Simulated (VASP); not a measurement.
# Cu2H3 (Pm-3m) in VASP: a series of runs

The runs below take Cu2H3 through single point, relaxation of cell and atoms, with PBE.

Program: VASP 6.6.1. These are calculated values, not measurements. Logs are shortened: lines on timing, memory, paths and dates and some standing lists are left out, and cuts for length are marked.

**1. The cell of the first run**

The structure is cubic, space group Pm-3m (No. 221). Conventional cell: a = 3.343 Å, b = 3.343 Å, c = 3.343 Å, α = 90.00°, β = 90.00°, γ = 90.00°. Cu (site symmetry m-3m) has 12 H at 2.36 Å and 8 Cu at 2.89 Å within 3.1 Å. Within 2.2 Å of Cu (site symmetry m-3m) lie 6 H at 1.67 Å. H (site symmetry 4/mmm) has 2 Cu at 1.67 Å within 2.2 Å.

The cell was built from a structure type or drawn by symmetry, and may not be a known phase.

**2. Single point, PBE**

File INCAR:

```
ALGO     = Normal         # electronic algorithm
EDIFF    = 1E-6           # SCF threshold, eV
ENCUT    = 520            # plane-wave cutoff, eV
GGA      = PE             # functional
ISIF     = 2              # what is computed and relaxed
ISMEAR   = 0              # smearing method
LASPH    = True           # aspherical terms in the spheres
LCHARG   = False          # write CHGCAR
LREAL    = False          # projectors in reciprocal space
LWAVE    = False          # write WAVECAR
NBANDS   = 20             # bands
NELM     = 60             # most SCF steps
PREC     = Accurate       # precision mode
SIGMA    = 0.1            # smearing width, eV
```

File KPOINTS:

```
k-points
0
Gamma
  6 6 6
```

File POSCAR:

```
Cu2H3
1.0
    3.3428064056      0.0000000000      0.0000000000
    0.0000000000      3.3428064056      0.0000000000
    0.0000000000      0.0000000000      3.3428064056
Cu H
2 3
Direct
    0.5000000000      0.5000000000      0.5000000000
    0.0000000000      0.0000000000      0.0000000000
    0.5000000000      0.0000000000      0.0000000000
    0.0000000000      0.5000000000      0.0000000000
    0.0000000000      0.0000000000      0.5000000000
```

Potentials or basis: VASP PAW PBE potentials, release 64 (Cu, H).

On the command line:

```bash
> cat potpaw_PBE.64/Cu/POTCAR potpaw_PBE.64/H/POTCAR > POTCAR
> mpirun -np 1 vasp_std > vasp.out
```

OUTCAR:

```text
EDIFF = 1E-6
   ENCUT = 520
   GGA = PE
   ISIF = 2
   ISMEAR = 0
   LASPH = True
   LREAL = False
   NELM = 60
   PREC = Accurate

 ion  position               nearest neighbor table
   1  0.500  0.500  0.500-
   2  0.000  0.000  0.000-   3 1.67   4 1.67   5 1.67   5 1.67   4 1.67   3 1.67
   3  0.500  0.000  0.000-   2 1.67   2 1.67
   4  0.000  0.500  0.000-   2 1.67   2 1.67
   5  0.000  0.000  0.500-   2 1.67   2 1.67

  LATTYP: Found a simple cubic cell.
 ALAT       =     3.3428064056

  Lattice vectors:

 A1 = (   3.3428064056,   0.0000000000,   0.0000000000)
 A2 = (   0.0000000000,   3.3428064056,   0.0000000000)
 A3 = (   0.0000000000,   0.0000000000,   3.3428064056)

Analysis of symmetry for initial positions (statically):
=====================================================================
 Subroutine PRICEL returns:
 Original cell was already a primitive cell.

 Routine SETGRP: Setting up the symmetry group for a
 simple cubic supercell.

 Subroutine GETGRP returns: Found 48 space group operations
 (whereof 48 operations were pure point group operations)
 out of a pool of 48 trial point group operations.

The static configuration has the point symmetry O_h .

Analysis of symmetry for dynamics (positions and initial velocities):
=====================================================================
 Subroutine PRICEL returns:
 Original cell was already a primitive cell.

 Routine SETGRP: Setting up the symmetry group for a
 simple cubic supercell.

 Subroutine GETGRP returns: Found 48 space group operations
 (whereof 48 operations were pure point group operations)
 out of a pool of 48 trial point group operations.

The dynamic configuration has the point symmetry O_h .

 Subroutine INISYM returns: Found 48 space group operations
 (whereof 48 operations are pure point group operations),
 and found     1 'primitive' translations

----------------------------------------------------------------------------------------

                                     Primitive cell

  volume of cell :      37.3537

  direct lattice vectors                    reciprocal lattice vectors
     3.342806406  0.000000000  0.000000000     0.299149840  0.000000000  0.000000000
     0.000000000  3.342806406  0.000000000     0.000000000  0.299149840  0.000000000
     0.000000000  0.000000000  3.342806406     0.000000000  0.000000000  0.299149840

  length of vectors
     3.342806406  3.342806406  3.342806406     0.299149840  0.299149840  0.299149840

  position of ions in fractional coordinates (direct lattice)
     0.500000000  0.500000000  0.500000000
     0.000000000  0.000000000  0.000000000
     0.500000000  0.000000000  0.000000000
     0.000000000  0.500000000  0.000000000
     0.000000000  0.000000000  0.500000000

  ion indices of the primitive-cell ions
   primitive index   ion index
                 1           1
                 2           2
                 3           3
                 4           4
                 5           5

----------------------------------------------------------------------------------------

 KPOINTS: k-points

Automatic generation of k-mesh.
 Grid dimensions read from file:
 generate k-points for:    6    6    6

 Generating k-lattice:

  Cartesian coordinates                     Fractional coordinates (reciprocal lattice)
     0.049858307  0.000000000  0.000000000     0.166666667  0.000000000  0.000000000
     0.000000000  0.049858307  0.000000000     0.000000000  0.166666667  0.000000000
     0.000000000  0.000000000  0.049858307     0.000000000  0.000000000  0.166666667

  Length of vectors
     0.049858307  0.049858307  0.049858307

  Shift w.r.t. Gamma in fractional coordinates (k-lattice)
     0.000000000  0.000000000  0.000000000

 Subroutine IBZKPT returns following result:
 ===========================================

 Found     20 irreducible k-points:

 Following reciprocal coordinates:
            Coordinates               Weight
  0.000000  0.000000  0.000000      1.000000
  0.166667  0.000000  0.000000      6.000000
  0.333333  0.000000  0.000000      6.000000
  0.500000  0.000000  0.000000      3.000000
  0.166667  0.166667  0.000000     12.000000
  0.333333  0.166667  0.000000     24.000000
[... 12 lines left out ...]
  0.500000  0.500000  0.333333      6.000000
  0.500000  0.500000  0.500000      1.000000
   k-points           NKPTS =     20   k-points in BZ     NKDIM =     20   number of bands    NBANDS=     20
   number of dos      NEDOS =    301   number of ions     NIONS =      5
   total plane-waves  NPLWV =  21952
   dimension x,y,z NGX =    28 NGY =   28 NGZ =   28
   dimension x,y,z NGXF=    56 NGYF=   56 NGZF=   56
   ions per type =               2   3
   NGX,Y,Z   is equivalent  to a cutoff of  13.93, 13.93, 13.93 a.u.
   NGXF,Y,Z  is equivalent  to a cutoff of  27.85, 27.85, 27.85 a.u.
 SYSTEM =  unknown system
   PREC   = accura    normal or accurate (medium, high low for compatibility)
   ISTART =      0    job   : 0-new  1-cont  2-samecut
   ICHARG =      2    charge: 1-file 2-atom 10-const
   ISPIN  =      1    spin polarized calculation?
   LNONCOLLINEAR =      F non collinear calculations
   LSORBIT =      F    spin-orbit coupling
   LASPH  =      T    aspherical Exc in radial PAW
   ENCUT  =  520.0 eV  38.22 Ry    6.18 a.u.   6.22  6.22  6.22*2*pi/ulx,y,z
   NELM   =     60;   NELMIN=  2; NELMDL= -5     # of ELM steps
   EDIFF  = 0.1E-05   stopping-criterion for ELM
   LREAL  =      F    real-space projection
   EDIFFG = 0.1E-04   stopping-criterion for IOM
   NSW    =      0    number of steps for IOM
   IBRION =     -1    ionic relax: 0-MD 1-quasi-New 2-CG
   NFREE  =      0    steps in history (QN), initial steepest desc. (CG)
   ISIF   =      2    stress and relaxation
   ISYM   =      2    0-nonsym 1-usesym 2-fastsym
   POTIM  = 0.5000    time-step for ionic-motion
   TEBEG  =    0.0;   TEEND  =   0.0 temperature during run
   PSTRESS=    0.0 pullay stress
   NELECT =      25.0000    total number of electrons
   NUPDOWN=      -1.0000    fix difference up-down
   EMIN   =  10.00;   EMAX   =-10.00  energy-range for DOS
   EFERMI =   0.00;   METHOD = LEGACY
   ISMEAR =     0;   SIGMA  =   0.10  broadening in eV -4-tet -1-fermi 0-gaus
   EFERMI_NEDOS =   21; number of points for ismear=-14 and -15
   IALGO  =     38    algorithm
   IMIX   =      4    mixing-type and parameters
     AMIX     =   0.40;   BMIX     =  1.00
     AMIX_MAG =   1.60;   BMIX_MAG =  1.00
  volume/ion in A,a.u.               =       7.47        50.42
  Fermi-wavevector in a.u.,A,eV,Ry     =   1.432002  2.706091 27.900509  2.050630
  Thomas-Fermi vector in A             =   2.551677
   LORBIT       =      0    0 simple, 1 ext, 2 COOP (PROOUT), +10 PAW based schemes
   GGA     = PE    functional components
   LHFCALC =     F    Hartree Fock is set to
   AEXX    =    0.0000 exact exchange contribution
   IVDW    =     0    specifies the selected vdW correction
   LEPSILON=     F    determine dielectric tensor
   LRPA    =     F    only Hartree local field effects (RPA)
 non-spin polarized calculation
 Gauss-broadening in eV      SIGMA  =   0.10
  energy-cutoff  :      520.00
  volume of cell :       37.35
 maximum number of plane-waves:      1024
 NGX is ok and might be reduce to    28
   NGX = 13   NGY = 13   NGZ = 13

 number of electron      24.9999981 magnetization

 Free energy of the ion-electron system (eV)
  ---------------------------------------------------
  ext. energy  EPLUGINS =         0.00000000
  ---------------------------------------------------
  free energy    TOTEN  =       -15.17668783 eV

  energy without entropy =      -15.17249968  energy(sigma->0) =      -15.17459376

 E-fermi :   5.6293     XC(G=0): -11.3774

 val. band max:        5.6177698629   @ k =   0.1667   0.1667   0.1667
 cond. band min:       6.1078844296   @ k =   0.5000   0.5000   0.0000
 fundamental gap:      0.4901145668
 Fermi energy:         5.6292762011

 k-point     1 :       0.0000    0.0000    0.0000
  band No.  band energies     occupation
      1      -5.9607      2.00000
      2      -1.2129      2.00000
      3      -1.2129      2.00000
      4       1.4727      2.00000
      5       1.4727      2.00000
      6       1.4727      2.00000
[... 12 lines left out ...]
     19      21.2883      0.00000
     20      22.3053      0.00000

 k-point     2 :       0.1667    0.0000    0.0000
  band No.  band energies     occupation
      1      -5.6092      2.00000
      2      -1.1945      2.00000
      3      -1.1348      2.00000
      4       1.4340      2.00000
      5       1.4340      2.00000
      6       1.4959      2.00000
[... 12 lines left out ...]
     19      18.8944      0.00000
     20      19.7296      0.00000

 k-point     3 :       0.3333    0.0000    0.0000
  band No.  band energies     occupation
      1      -4.6361      2.00000
      2      -1.4490      2.00000
      3      -0.9693      2.00000
      4       1.3566      2.00000
      5       1.3566      2.00000
      6       1.5439      2.00000
[... 12 lines left out ...]
     19      16.4771      0.00000
     20      16.8037      0.00000

 k-point     4 :       0.5000    0.0000    0.0000
  band No.  band energies     occupation
      1      -3.7240      2.00000
      2      -2.1018      2.00000
      3      -0.8810      2.00000
      4       1.3179      2.00000
      5       1.3179      2.00000
      6       1.5689      2.00000
[... 12 lines left out ...]
     19      15.1865      0.00000
     20      16.1555      0.00000

 k-point     5 :       0.1667    0.1667    0.0000
  band No.  band energies     occupation
      1      -5.2604      2.00000
      2      -1.1018      2.00000
      3      -1.1012      2.00000
      4       1.3592      2.00000
      5       1.4043      2.00000
      6       1.4794      2.00000
[... 12 lines left out ...]
     19      18.7791      0.00000
     20      19.5352      0.00000

 k-point     6 :       0.3333    0.1667    0.0000
  band No.  band energies     occupation
      1      -4.2988      2.00000
      2      -1.2644      2.00000
      3      -0.9229      2.00000
      4       1.2108      2.00000
      5       1.3259      2.00000
      6       1.4626      2.00000
[... 12 lines left out ...]
     19      16.7495      0.00000
     20      18.2494      0.00000

 k-point     7 :       0.5000    0.1667    0.0000
  band No.  band energies     occupation
      1      -3.4093      2.00000
      2      -1.8230      2.00000
      3      -0.8346      2.00000
      4       1.1918      2.00000
      5       1.2840      2.00000
      6       1.4555      2.00000
[... 12 lines left out ...]
     19      17.0707      0.00000
     20      18.7536      0.00000
[... 185 lines left out ...]
 k-point    16 :       0.5000    0.5000    0.1667
  band No.  band energies     occupation
      1      -1.8002      2.00000
      2      -0.2898      2.00000
      3      -0.2898      2.00000
      4       0.4550      2.00000
      5       1.1128      2.00000
      6       1.1128      2.00000
[... 12 lines left out ...]
     19      19.2740      0.00000
     20      20.8195      0.00000

 k-point    17 :       0.3333    0.3333    0.3333
  band No.  band energies     occupation
      1      -2.1452      2.00000
      2      -0.5186      2.00000
      3      -0.5186      2.00000
      4       0.8761      2.00000
      5       1.0151      2.00000
      6       1.0151      2.00000
[... 12 lines left out ...]
     19      20.8379      0.00000
     20      20.8379      0.00000

 k-point    18 :       0.5000    0.3333    0.3333
  band No.  band energies     occupation
      1      -1.3971      2.00000
      2      -0.4399      2.00000
      3      -0.4350      2.00000
      4       0.8729      2.00000
      5       0.9257      2.00000
      6       1.0103      2.00000
[... 12 lines left out ...]
     19      21.3754      0.00000
     20      23.0101      0.00000

 k-point    19 :       0.5000    0.5000    0.3333
  band No.  band energies     occupation
      1      -0.8411      2.00000
      2      -0.1410      2.00000
      3      -0.1410      2.00000
      4       0.7101      2.00000
      5       0.9411      2.00000
      6       0.9411      2.00000
[... 12 lines left out ...]
     19      23.4350      0.00000
     20      23.8946      0.00000

 k-point    20 :       0.5000    0.5000    0.5000
  band No.  band energies     occupation
      1      -0.0466      2.00000
      2      -0.0466      2.00000
      3      -0.0466      2.00000
      4       0.8346      2.00000
      5       0.8346      2.00000
      6       0.8346      2.00000
[... 12 lines left out ...]
     19      25.3168      0.00000
     20      25.3168      0.00000

------------------------ aborting loop because EDIFF is reached ----------------------------------------

  FORCE on cell =-STRESS in cart. coord.  units (eV):
  Direction    XX          YY          ZZ          XY          YZ          ZX
  --------------------------------------------------------------------------------------
  -------------------------------------------------------------------------------------
  Total        0.0530623      0.0530623      0.0530623      0.0000000      0.0000000      0.0000000
  in kB        2.2759507      2.2759507      2.2759507      0.0000000      0.0000000      0.0000000
  external PRESSURE =       2.2759507 kB  Pullay stress =       0.0000000 kB

 VOLUME and BASIS-vectors are now :
 -----------------------------------------------------------------------------
  energy-cutoff  :      520.00
  volume of cell :       37.35
      direct lattice vectors                 reciprocal lattice vectors
     3.342806406  0.000000000  0.000000000     0.299149840  0.000000000  0.000000000
     0.000000000  3.342806406  0.000000000     0.000000000  0.299149840  0.000000000
     0.000000000  0.000000000  3.342806406     0.000000000  0.000000000  0.299149840

 POSITION                                       TOTAL-FORCE (eV/Angst)
 -----------------------------------------------------------------------------------
      1.67140      1.67140      1.67140         0.000000      0.000000      0.000000
      0.00000      0.00000      0.00000         0.000000      0.000000      0.000000
      1.67140      0.00000      0.00000         0.000000      0.000000      0.000000
      0.00000      1.67140      0.00000         0.000000      0.000000      0.000000
      0.00000      0.00000      1.67140         0.000000      0.000000      0.000000
 -----------------------------------------------------------------------------------
    total drift:                                0.000000      0.000000      0.000000

  FREE ENERGIE OF THE ION-ELECTRON SYSTEM (eV)
  ---------------------------------------------------
  free  energy   TOTEN  =       -15.1766878318 eV

  energy  without entropy=      -15.1724996839  energy(sigma->0) =      -15.17459376
```

It took 25 s on 1 thread of Intel Xeon 8259CL, shared host; peak memory 0.16 GiB.

What came out:

| Quantity | Value |
| --- | --- |
| Free energy | -15.1767 eV |
| Pressure | 0.2 GPa |
| Band gap on the k mesh | zero (an odd number of electrons rules out a gap without spin polarisation) |

**3. Single point, PBE**

This run uses another cell than the first one, of 8.64 Å³/atom.

File INCAR:

```
PREC = Accurate
ENCUT = 520
EDIFF = 1E-7
ISMEAR = 0
SIGMA = 0.1
LREAL = F
LASPH = T
NELM = 80
ALGO = Normal
ISIF = 2
LWAVE = F
LCHARG = T
GGA = PE
LELF = T
LVHAR = T
NBANDS = 20
```

File KPOINTS:

```
regular mesh
0
Gamma
  6 6 6
```

POSCAR, as its differences from that of step 2:

```diff
@@ -2,5 +2,5 @@
 1.0
-    3.3428064056      0.0000000000      0.0000000000
-    0.0000000000      3.3428064056      0.0000000000
-    0.0000000000      0.0000000000      3.3428064056
+    3.5090258000      0.0000000000      0.0000000000
+    0.0000000000      3.5090258000      0.0000000000
+    0.0000000000      0.0000000000      3.5090258000
 Cu H
```

Potentials or basis: VASP PAW PBE potentials, release 64 (Cu, H).

On the command line:

```bash
> cat potpaw_PBE.64/Cu/POTCAR potpaw_PBE.64/H/POTCAR > POTCAR
> mpirun -np 1 vasp_std > vasp.out
```

Wall time 37 s (1 thread of Intel Xeon 8259CL, shared host); peak memory 0.16 GiB.

Results (log left out):

```
Free energy            : -14.9703 eV
Pressure               : -10.5 GPa
Band gap on the k mesh : zero (an odd number of electrons rules out a gap without spin polarisation)
```

Levels at points of the mesh, in eV from the Fermi level:
```csv
k point,band 9,band 10,band 11,band 12,band 13,band 14,band 15,band 16,band 17,band 18
"(0.00, 0.00, 0.00)",-1.98,-1.98,-1.98,2.13,2.13,3.59,3.59,3.59,4.16,14.63
"(0.50, 0.00, 0.00)",-2.28,-2.28,-2.03,-1.82,2.10,3.32,7.03,7.03,7.91,7.91
"(0.50, 0.50, 0.00)",-2.25,-2.02,-2.02,-1.90,-1.00,0.37,6.64,6.64,7.94,8.60
"(0.50, 0.50, 0.50)",-1.89,-1.89,-1.04,-1.04,-1.04,0.75,2.33,2.76,2.76,2.76
```

Caveat: the cell stands under tension.

**4. Relaxation of cell and atoms, PBE**

This run uses another cell than the first one, of 8.64 Å³/atom.

File INCAR:

```
  PREC = Accurate
  ENCUT = 600
  EDIFF = 1E-6
  ISMEAR = 0
  SIGMA = 0.1
  LREAL = False
  LASPH = True
  NELM = 100
  ALGO = Normal
  ISIF = 3
  LWAVE = False
  LCHARG = False
  GGA = PE
  IBRION = 2
  NSW = 90
  EDIFFG = -0.04
```

KPOINTS is that of step 3.

POSCAR is that of step 3.

On the command line:

```bash
> cat potpaw_PBE.64/Cu/POTCAR potpaw_PBE.64/H/POTCAR > POTCAR
> mpirun -np 1 vasp_std > vasp.out
```

Wall time 55 s (1 thread of Intel Xeon 8259CL, shared host); peak memory 0.17 GiB.

The run converged. Its results:

```
Free energy                           : -15.1816 eV
Relaxed volume                        : 7.51 Å³/atom
Relaxed cell                          : a = 3.348 Å, b = 3.348 Å, c = 3.348 Å, α = 90.00°, β = 90.00°, γ = 90.00°
Space group after relaxing (to 0.1 Å) : Pm-3m (No. 221)
Energy gained by relaxing             : 42.0 meV/atom
Ionic steps                           : 3
Pressure after relaxing               : 0.0 GPa
Band gap on the k mesh                : zero (an odd number of electrons rules out a gap without spin polarisation)
```

Step by step:
```
step  energy change (eV)  largest force (eV/Å)  pressure (GPa)  volume (Å³)
   1              0.0000                0.0000          -10.54        43.21
   2             -0.1725                0.0000           -5.15        39.75
   3             -0.2098                0.0000           -0.01        37.54
```

Final structure:
```yaml
crystal:
  lattice:
    - [3.34824, 0.00000, 0.00000]
    - [0.00000, 3.34824, 0.00000]
    - [0.00000, 0.00000, 3.34824]
  atoms:
    - { symbol: Cu, position: [0.50000, 0.50000, 0.50000] }
    - { symbol: Cu, position: [0.00000, 0.00000, 0.00000] }
    - { symbol: H, position: [0.50000, 0.00000, 0.00000] }
    - { symbol: H, position: [0.00000, 0.50000, 0.00000] }
    - { symbol: H, position: [0.00000, 0.00000, 0.50000] }
```

Levels at points of the mesh, in eV from the Fermi level:
| k point | band 10 | band 11 | band 12 | band 13 | band 14 | band 15 | band 16 |
| --- | --- | --- | --- | --- | --- | --- | --- |
| (0.00, 0.00, 0.00) | -2.23 | -2.23 | 2.52 | 2.52 | 3.55 | 3.55 | 3.55 |
| (0.50, 0.00, 0.00) | -2.64 | -2.31 | -2.04 | 2.46 | 3.80 | 7.49 | 7.49 |
| (0.50, 0.50, 0.00) | -2.27 | -2.27 | -2.14 | -1.00 | 0.48 | 6.99 | 6.99 |
| (0.50, 0.50, 0.50) | -2.13 | -1.09 | -1.09 | -1.09 | 0.95 | 2.68 | 2.75 |

**5. Overview**

```csv
task,cell,cutoff (eV),gap on the mesh (eV),pressure (GPa)
single point,"a = 3.343 Å, 5 atoms",520,none,0.2
single point,"a = 3.509 Å, 5 atoms",520,none,-10.5
relaxation of cell and atoms,"relaxed from a = 3.509 Å, 5 atoms",600,none,0.0
```

Alike in all rows: level PBE; potentials or basis VASP PAW PBE potentials, release 64 (Cu, H); no spin polarisation; k mesh 6 × 6 × 6; smearing gaussian 0.1 eV.

Caveats: the cell stands under tension (at least some runs).

Absolute energies hang on the potentials; compare differences alone.
